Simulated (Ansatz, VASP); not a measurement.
**Si2W: VASP beside Ansatz**

```
Si W
1.0
     4.74449    0.00000    0.00000
    -2.37224    4.10885    0.00000
     0.00000    0.00000    6.28739
Si W
6 3
Direct
  0.80506 0.61013 0.50000
  0.19494 0.80506 0.83333
  0.61013 0.80506 0.16667
  0.19494 0.38987 0.50000
  0.80506 0.19494 0.83333
  0.38987 0.19494 0.16667
  0.00000 0.50000 0.16667
  0.50000 0.50000 0.83333
  0.50000 0.00000 0.50000
```

Alike in both runs: task single point; functional PBE; k mesh 9 × 9 × 6; occupations gaussian, width 0.03 eV; no spin polarisation.

|  | VASP | Ansatz |
| --- | --- | --- |
| version | VASP 6.6.1 | Ansatz 0.2.0 |
| potentials or method | VASP PAW PBE potentials, release 64 (Si, W_sv), cutoff 520 eV | scalar-relativistic, plane waves, PAW |
| valence electrons in the cell | 66 | 66 |

VASP gave:

```
gap on the k mesh at the Fermi level (eV)                     : none
pressure (GPa)                                                : 13.1
traceless stress, the component that is largest in VASP (GPa) : 12.84
rms of the force components (eV/Å)                            : 1.428
```

Question: Estimate Ansatz's values.

Answer: gap on the k mesh at the Fermi level (eV): none; pressure (GPa): 13.0; traceless stress, the component that is largest in VASP (GPa): 12.81; rms of the force components (eV/Å): 1.426.

Atom by atom the forces differ by 0.002 eV/Å (rms over components). A gap of «none» marks a metal or a gap that the smearing closes.

Spin-orbit coupling is off throughout.
